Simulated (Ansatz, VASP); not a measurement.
This is a calculation of Rh for Ansatz 0.2.0.

Contents of input.yaml:

```yaml
crystal:
  lattice:
    - [0.0, 1.89785, 1.89785]
    - [1.89785, 0.0, 1.89785]
    - [1.89785, 1.89785, 0.0]
  atoms:
    - { symbol: Rh, position: [0.0, 0.0, 0.0] }
hamiltonian:
  xc: pbe
  pseudopotentials: { kind: paw }
kpoints:
  mp_grid: { grid: [12, 12, 12] }
scf:
  occupations: { method: gaussian, width: 0.019 }
output:
  forces: true
  stress: true
  eigenvalues: true
```

Potentials or basis: Ansatz PAW.

Launch:

```console
$ ansatz run input.yaml --threads 2 --pin off --max-ram 5632MiB --backend cpu --events-out ev --progress --plain --runs-dir out
```

Question: Translate it to VASP 6.6.1. Potentials there: VASP PAW PBE potentials, release 64 (Rh_pv).

Answer: As run (the cutoff follows the program's own potentials):

INCAR

```
PREC     = Accurate       # precision mode
ENCUT    = 500            # plane-wave cutoff, eV
EDIFF    = 1E-6           # SCF threshold, eV
ISMEAR   = 0              # smearing method
SIGMA    = 0.019000000000000003 # smearing width, eV
LREAL    = F              # projectors in reciprocal space
LASPH    = T              # aspherical terms in the spheres
NELM     = 120            # most SCF steps
ALGO     = Normal         # electronic algorithm
ISIF     = 2              # what is computed and relaxed
LWAVE    = F              # write WAVECAR
LCHARG   = F              # write CHGCAR
GGA      = PE             # functional
NBANDS   = 14             # bands
GGA_COMPAT= F
```

The input KPOINTS:

```
Automatic mesh
0
Gamma
  12 12 12
```

Contents of POSCAR:

```
Rh
1.0
    0.0000000000      1.8978500000      1.8978500000
    1.8978500000      0.0000000000      1.8978500000
    1.8978500000      1.8978500000      0.0000000000
Rh
1
Direct
    0.0000000000      0.0000000000      0.0000000000
```

Potentials or basis: VASP PAW PBE potentials, release 64 (Rh_pv).

Run with:

```console
$ cat potpaw_PBE.64/Rh_pv/POTCAR > POTCAR
$ mpirun -np 1 vasp_std > vasp.out
```

Both were run:

|  | VASP | Ansatz | Ansatz less VASP |
| --- | --- | --- | --- |
| gap on the k mesh at the Fermi level (eV) | none | none | - |
| pressure (GPa) | 7.5 | 7.2 | -0.25 |

A gap of «none» marks a metal or a gap that the smearing closes. The functional is the same, so the differences come from potentials, cutoffs and numerics. VASP's potentials hold 15 valence electrons a cell and Ansatz's 17, so a difference there can come from the potentials and not from the codes.
